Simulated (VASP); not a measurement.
Wanted: the native input for a VASP 6.6.1 run.

```yaml
Task: electric field gradients
Functional: LDA
Potentials_or_basis: VASP PAW LDA potentials, release 64 (Bi_d, Pt)
Cutoff: 520 eV
k_mesh: 9 × 9 × 6
Occupations: fermi-dirac, width 0.05 eV
Spin: no spin polarisation
Dipole_correction: no
Further_INCAR_settings: ALGO = Normal; EDIFF = 1e-08; NBANDS = 33
```

The structure of BiPt lies in POSCAR:

```
BiPt
1.0
    4.3293358197      0.0000000000      0.0000000000
   -2.1646679099      3.7493148014      0.0000000000
    0.0000000000      0.0000000000      5.5082393366
Bi Pt
2 2
Direct
    0.3333333333      0.6666666667      0.2500000000
    0.6666666667      0.3333333333      0.7500000000
    0.0000000000      0.0000000000      0.0000000000
    0.0000000000      0.0000000000      0.5000000000
```

The input as run:

INCAR

```
ALGO = Normal
EDIFF = 1E-8
ENCUT = 520
GGA = CA
ISIF = 2
ISMEAR = -1
LASPH = T
LCHARG = F
LEFG = T
LREAL = F
LWAVE = F
NBANDS = 33
NELM = 100
PREC = Accurate
SIGMA = 0.05
```

KPOINTS

```
k-points
0
Gamma
  9 9 6
```

Potentials or basis: VASP PAW LDA potentials, release 64 (Bi_d, Pt).

Command:

```console
$ cat potpaw_LDA.64/Bi_d/POTCAR potpaw_LDA.64/Pt/POTCAR > POTCAR
$ mpirun -np 1 vasp_std > vasp.out
```

It gave:

```json
{
  "Pressure": "-1.2 GPa",
  "Band gap on the k mesh": "zero (bands 25 and 26 overlap by 3.95 eV)",
  "Largest electric field gradient by atom": "Bi +13.1; Pt -165.1 V/Å²"
}
```

Caveat: without QUAD_EFG the Cq values of the log hold for a quadrupole moment of 1 mb, not for the nuclei; spin-orbit coupling is left out, which moves the levels of the heavy elements.

It took 52 s on 1 thread of Intel(R) Xeon(R) 6975P-C (Granite Rapids), on a shared host, peak memory 0.24 GiB.
